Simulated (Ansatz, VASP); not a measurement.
## Cr: VASP beside Ansatz

```
CELL_PARAMETERS angstrom
2.86644 0.00000 0.00000
0.00000 2.86644 0.00000
0.00000 0.00000 2.86644
ATOMIC_POSITIONS crystal
Cr 0.00000 0.00000 0.00000
Cr 0.50000 0.50000 0.50000
```

Change from the starting cell: volume scaled by 0.9, LAPW.

Alike in both runs: task single point; functional PBE; k mesh 11 × 11 × 11; occupations fermi-dirac, width 0.05 eV; collinear spin.

```csv
,VASP,Ansatz
version,VASP 6.6.1,Ansatz 0.2.0
potentials or method,"VASP PAW PBE potentials, release 64 (Cr_pv), cutoff 520 eV","all-electron LAPW, scalar-relativistic"
```

|  | VASP | Ansatz | Ansatz less VASP |
| --- | --- | --- | --- |
| pressure (GPa) | -0.3 | -0.3 | +0.05 |
| net moment per atom (μB) | 0.00 | 0.00 | 0.000 |
| size of the moment on the site where the two differ most (μB) | 1.10 | 1.05 | -0.051 |

Site moments also hang on the region over which each program counts them. Ansatz ran all-electron here, and VASP with PAW potentials.
